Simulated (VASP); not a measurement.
Input of a VASP 6.6.1 run:

Contents of POSCAR:

```
CuAu
1.0
    2.8267457876      0.0000000000      0.0000000000
    0.0000000000      2.8267457876      0.0000000000
    0.0000000000      0.0000000000      3.5515098835
Cu Au
1 1
Direct
    0.5000000000      0.5000000000      0.5000000000
    0.0000000000      0.0000000000      0.0000000000
```

INCAR.step1

```
  PREC = Accurate
  ENCUT = 520
  ISMEAR = -1
  SIGMA = 0.05
  LREAL = F
  LASPH = T
  NELM = 80
  NBANDS = 18
  GGA = PE
  ALGO = Normal
  EDIFF = 1E-4
  LWAVE = T
  LCHARG = F
```

Contents of INCAR.step2:

```
  PREC = Accurate
  ENCUT = 520
  EDIFF = 1E-8
  ISMEAR = -1
  SIGMA = 0.05
  LREAL = F
  LASPH = T
  NELM = 80
  ALGO = Normal
  ISIF = 2
  LWAVE = F
  LCHARG = F
  METAGGA = R2SCAN
  LMIXTAU = T
  LEFG = T
  NBANDS = 18
  ISTART = 1
```

Contents of KPOINTS:

```
regular mesh
0
Gamma
  12 12 9
```

Potentials or basis: VASP PAW PBE potentials, release 64 (Cu, Au).

Launch:

```console
$ cat potpaw_PBE.64/Cu/POTCAR potpaw_PBE.64/Au/POTCAR > POTCAR
$ cp INCAR.step1 INCAR
$ mpirun -np 1 vasp_std > vasp.out
$ cp INCAR.step2 INCAR
$ mpirun -np 1 vasp_std > vasp.out
```

Q: Estimate the pressure.

A: 4.5 GPa.

Q: Estimate the band gap on the k mesh.

A: Zero (band 11 reaches 14.39 eV, above the bottom of band 12 at 6.77 eV).

Stress tensor (GPa, compression positive):
```
4.72 0.00 0.00
0.00 4.72 0.00
0.00 0.00 3.95
```

Caveat: without QUAD_EFG the Cq values of the log hold for a quadrupole moment of 1 mb, not for the nuclei; the PAW data sets were made with another functional, which shifts forces and pressure a little; spin-orbit coupling is left out, which moves the levels of the heavy elements.
